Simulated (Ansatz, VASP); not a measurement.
## Two plane-wave programs on H7N2F

```
CELL_PARAMETERS angstrom
8.04838 0.00000 0.00000
0.00000 5.62965 0.00000
0.00000 0.00000 7.36770
ATOMIC_POSITIONS crystal
H 0.72531 0.78850 0.02829
H 0.27469 0.21150 0.52829
H 0.77469 0.78850 0.52829
H 0.22531 0.21150 0.02829
H 0.74558 0.04598 0.14943
H 0.25442 0.95402 0.64943
H 0.75442 0.04598 0.64943
H 0.24558 0.95402 0.14943
H 0.63095 0.04440 0.95671
H 0.36905 0.95560 0.45671
H 0.86905 0.04440 0.45671
H 0.13095 0.95560 0.95671
H 0.55901 0.90101 0.14622
H 0.44099 0.09899 0.64622
H 0.94099 0.90101 0.64622
H 0.05901 0.09899 0.14622
H 0.62979 0.43277 0.56180
H 0.37021 0.56723 0.06180
H 0.87021 0.43277 0.06180
H 0.12979 0.56723 0.56180
H 0.73588 0.43151 0.37164
H 0.26412 0.56849 0.87164
H 0.76412 0.43151 0.87164
H 0.23588 0.56849 0.37164
H 0.56357 0.59186 0.38692
H 0.43643 0.40814 0.88692
H 0.93643 0.59186 0.88692
H 0.06357 0.40814 0.38692
N 0.66367 0.94661 0.07107
N 0.33633 0.05339 0.57107
N 0.83633 0.94661 0.57107
N 0.16367 0.05339 0.07107
N 0.66661 0.53648 0.45554
N 0.33339 0.46352 0.95554
N 0.83339 0.53648 0.95554
N 0.16661 0.46352 0.45554
F 0.60589 0.19695 0.76259
F 0.39411 0.80305 0.26259
F 0.89411 0.19695 0.26259
F 0.10589 0.80305 0.76259
```

Alike in both runs: task electric field gradients; functional PBE; k mesh 3 × 4 × 3; occupations tetrahedron; no spin polarisation.

|  | VASP | Ansatz |
| --- | --- | --- |
| version | VASP 6.6.1 | Ansatz 0.2.0 |
| potentials or method | VASP PAW PBE potentials, release 64 (H, N, F) | plane-wave PAW, scalar-relativistic |
| plane-wave cutoff (eV) | 520 | 420 |
| valence electrons in the cell | 96 | 96 |

```csv
,VASP,Ansatz,Ansatz less VASP
gap on the k mesh at the Fermi level (eV),4.96,4.96,+0.004
pressure (GPa),2.1,2.4,+0.30
"traceless stress, the component that is largest in VASP (GPa)",-0.17,-0.15,+0.022
rms of the force components (eV/Å),0.128,0.133,+0.0043
size of Vzz on the site where it differs most (V/Å²),64.8,67.3,+2.47
```

Atom by atom the forces differ by 0.011 eV/Å (rms over components). With one functional, cell and mesh, what is left measures potentials, basis and numerics. Ansatz's warnings: band table not solved further, tetrahedron derivatives may miss energy slope.
